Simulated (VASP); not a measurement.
TaAlP2SO12: electric field gradients with PBE

The system is TaAlP2SO12.

```xyz
34
Lattice="7.4370 -4.2717 0.0000 7.4370 4.2717 0.0000 -4.9264 0.0000 7.3424" Properties=species:S:1:pos:R:3 pbc="T T T"
Ta    8.6509   -2.0658    0.5749
Ta    6.1877    2.0658    4.2461
Al    1.2386    2.1511    6.8530
Al    3.7018   -2.1511    3.1818
P     6.0413   -0.2866    1.7941
P    11.6091   -0.8238    1.7981
P     9.1459    0.8238    5.4693
P     3.5781    0.2866    5.4653
S     0.9366   -0.9962    1.8142
S    -1.5266    0.9962    5.4854
O     5.8896    0.6060    0.5866
O     7.7441    2.6972    0.6321
O    12.4634   -1.1109    0.5805
O    10.0002    1.1109    4.2517
O     5.2809   -2.6972    4.3033
O     3.4264   -0.6060    4.2578
O     3.9444   -0.5718    6.7335
O     2.3325   -2.7555    6.7322
O    -2.3776    1.1294    6.7008
O     0.0856   -1.1294    3.0296
O     4.7957    2.7555    3.0610
O     6.4075    0.5718    3.0623
O     2.4014    1.1680    5.7583
O     8.9482   -0.6421    5.7414
O    -0.2127    1.5797    5.6851
O     2.2504   -1.5797    2.0139
O    11.4114    0.6421    2.0703
O     4.8646   -1.1680    2.0871
O     7.3448   -1.1769    1.6490
O     1.0912    0.4934    1.6549
O    10.2047   -1.5252    1.6144
O     7.7415    1.5252    5.2856
O    -1.3720   -0.4934    5.3261
O     4.8816    1.1769    5.3202
```

* Program: VASP 6.6.1
* Task: electric field gradients
* Functional: PBE
* Potentials or basis: VASP PAW PBE potentials, release 64 (Ta_pv, Al, P, S, O)
* Cutoff: 520 eV
* k mesh: 3 × 3 × 3
* Occupations: fermi-dirac, width 0.02 eV
* Spin: no spin polarisation
* Dipole correction: no
* Further INCAR settings: ALGO = Normal; EDIFF = 1e-08; NBANDS = 125

* Pressure: -0.1 GPa
* Largest force: 0.211 eV/Å
* Band gap on the k mesh: 3.45 eV
* Largest electric field gradient by atom: Ta -154.2; Al +27.3; P -49.5, -44.0 (each value once); S -31.0; O +107.4, +144.4, +107.6, +93.5, +94.1, +146.4, +106.2, +107.1, +142.5, +93.6, +143.8, +92.6 (each value once) V/Å²

Forces on the atoms (eV/Å):
```
Ta  -0.040  0.078 -0.006
Ta  -0.040 -0.078 -0.006
Al   0.070  0.012 -0.017
Al   0.070 -0.012 -0.017
P    0.055  0.069 -0.012
P    0.044 -0.027 -0.036
P    0.044  0.027 -0.036
P    0.055 -0.069 -0.012
S   -0.151  0.016  0.060
S   -0.151 -0.016  0.060
O    0.009  0.005  0.043
O    0.013 -0.016 -0.006
O   -0.034  0.049  0.011
O   -0.034 -0.049  0.011
O    0.013  0.016 -0.006
O    0.009 -0.005  0.043
O    0.058  0.077  0.008
O   -0.055 -0.057  0.019
O    0.029  0.027  0.017
O    0.029 -0.027  0.017
O   -0.055  0.057  0.019
O    0.058 -0.077  0.008
O   -0.098  0.073  0.015
O    0.006 -0.208 -0.009
O    0.112  0.177 -0.030
O    0.112 -0.177 -0.030
O    0.006  0.208 -0.009
O   -0.098 -0.073  0.015
O   -0.012 -0.020 -0.031
O    0.031 -0.010 -0.025
O   -0.037  0.038  0.000
O   -0.037 -0.038  0.000
O    0.031  0.010 -0.025
O   -0.012  0.020 -0.031
```

Stress tensor (GPa, compression positive):
```
-0.17  0.00  0.00
 0.00 -0.03  0.00
 0.00  0.00 -0.08
```

Levels at points of the mesh, in eV from the valence-band top:
| k point | band 99 | band 100 | band 101 | band 102 | band 103 | band 104 | band 105 | band 106 |
| --- | --- | --- | --- | --- | --- | --- | --- | --- |
| (0.00, 0.00, 0.00) | -0.38 | -0.33 | -0.26 | 0.00 | 3.47 | 3.64 | 3.65 | 3.87 |

Electric field gradients, principal values (V/Å²):
| atom | least | middle | greatest (by size) |
| --- | --- | --- | --- |
| 1 Ta | 22.007 | 132.151 | -154.158 |
| 2 Ta | 22.007 | 132.151 | -154.158 |
| 3 Al | -10.692 | -16.633 | 27.325 |
| 4 Al | -10.692 | -16.633 | 27.325 |
| 5 P | 15.537 | 33.917 | -49.454 |
| 6 P | 15.881 | 28.084 | -43.965 |
| 7 P | 15.881 | 28.084 | -43.965 |
| 8 P | 15.537 | 33.917 | -49.454 |
| 9 S | 12.498 | 18.546 | -31.044 |
| 10 S | 12.498 | 18.546 | -31.044 |
| 11 O | -50.319 | -57.046 | 107.365 |
| 12 O | -66.878 | -77.545 | 144.423 |
| 13 O | -50.299 | -57.301 | 107.600 |
| 14 O | -50.299 | -57.301 | 107.600 |
| 15 O | -66.878 | -77.545 | 144.423 |
| 16 O | -50.319 | -57.046 | 107.365 |
| 17 O | -43.233 | -50.291 | 93.524 |
| 18 O | -43.359 | -50.703 | 94.062 |
| 19 O | -65.905 | -80.529 | 146.433 |
| 20 O | -65.905 | -80.529 | 146.433 |
| 21 O | -43.359 | -50.703 | 94.062 |
| 22 O | -43.233 | -50.291 | 93.524 |
| 23 O | -50.045 | -56.178 | 106.223 |
| 24 O | -48.681 | -58.373 | 107.054 |
| 25 O | -65.252 | -77.283 | 142.535 |
| 26 O | -65.252 | -77.283 | 142.535 |
| 27 O | -48.681 | -58.373 | 107.054 |
| 28 O | -50.045 | -56.178 | 106.223 |
| 29 O | -43.410 | -50.193 | 93.603 |
| 30 O | -65.034 | -78.722 | 143.756 |
| 31 O | -42.329 | -50.292 | 92.621 |
| 32 O | -42.329 | -50.292 | 92.621 |
| 33 O | -65.034 | -78.722 | 143.756 |
| 34 O | -43.410 | -50.193 | 93.603 |

Run time: 23 min on 1 thread of Intel(R) Xeon(R) Platinum 8259CL CPU @ 2.50GHz (Skylake/Cascade Lake), on a shared host, peak memory 0.93 GiB.

Caveat: without QUAD_EFG the Cq values of the log hold for a quadrupole moment of 1 mb, not for the nuclei; spin-orbit coupling is left out, which moves the levels of the heavy elements. A k mesh can miss the band edges.
